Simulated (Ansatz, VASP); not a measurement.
# Tl3HBr2 in VASP and in Ansatz

INCAR

```
PREC = Accurate
ENCUT = 600
EDIFF = 1E-6
ISMEAR = 0
SIGMA = 0.1
LREAL = F
LASPH = T
NELM = 80
ALGO = Normal
ISIF = 3
LWAVE = F
LCHARG = F
GGA = PE
IBRION = 2
NSW = 90
EDIFFG = -0.04
```

KPOINTS

```
regular mesh
0
Gamma
  3 3 4
```

POSCAR

```
Tl3HBr2
1.0
    6.7388850800      0.0000000000      0.0000000000
   -3.3694425400      5.8360456700      0.0000000000
    0.0000000000      0.0000000000      4.2059377100
Tl H Br
3 1 2
Direct
    0.5000000000      0.5000000000      0.5000000000
    0.5000000000      0.0000000000      0.5000000000
    0.0000000000      0.5000000000      0.5000000000
    0.0000000000      0.0000000000      0.0000000000
    0.6666666700      0.3333333300      0.0000000000
    0.3333333300      0.6666666700      0.0000000000
```

Input for Ansatz:

```yaml
crystal:
  lattice:
    - [6.73888508, 0.0, 0.0]
    - [-3.36944254, 5.83604567, 0.0]
    - [0.0, 0.0, 4.20593771]
  atoms:
    - { symbol: Tl, position: [0.5, 0.5, 0.5] }
    - { symbol: Tl, position: [0.5, 0.0, 0.5] }
    - { symbol: Tl, position: [0.0, 0.5, 0.5] }
    - { symbol: H, position: [0.0, 0.0, 0.0] }
    - { symbol: Br, position: [0.66666667, 0.33333333, 0.0] }
    - { symbol: Br, position: [0.33333333, 0.66666667, 0.0] }
basis:
  ecutwfc: 420
kpoints:
  mp_grid: { grid: [3, 3, 4] }
hamiltonian:
  xc: pbe
scf:
  occupations: { method: gaussian, width: 0.1 }
  lower_state_search: "off"
output:
  forces: true
  stress: true
  eigenvalues: true
relax:
  adjacent_minimum: "off"
  f_tol: 0.04
  max_steps: 70
  cell: { stress_tol: 0.4 }
```

Change from the starting cell: species swapped into the ZrCo3B2 type (P6/mmm, No. 191).

Alike in both runs: task relaxation of cell and atoms; functional PBE; k mesh 3 × 3 × 4; occupations gaussian, width 0.1 eV; no spin polarisation.

```csv
,VASP,Ansatz
version,VASP 6.6.1,Ansatz 0.2.0
potentials or method,"VASP PAW PBE potentials, release 64 (Tl_d, H, Br), cutoff 600 eV","scalar-relativistic, plane waves, PAW"
valence electrons in the cell,54,54
```

|  | VASP | Ansatz | Ansatz less VASP |
| --- | --- | --- | --- |
| gap on the k mesh at the Fermi level, each at its own relaxed structure (eV) | none | none | - |
| relaxed volume (Å³/atom) | 43.44 | 43.37 | -0.074 |
| relaxed cell length with the largest relative difference (Å) | 4.623 | 4.670 | +0.0471 |

A gap of «none» marks a metal or a gap that the smearing closes.

The k mesh is coarse, so the values compare programs but aren't converged. Spin-orbit coupling is off throughout. Noted on VASP's run: the volume moved by over 15 % at a fixed basis, so the end points are rough.
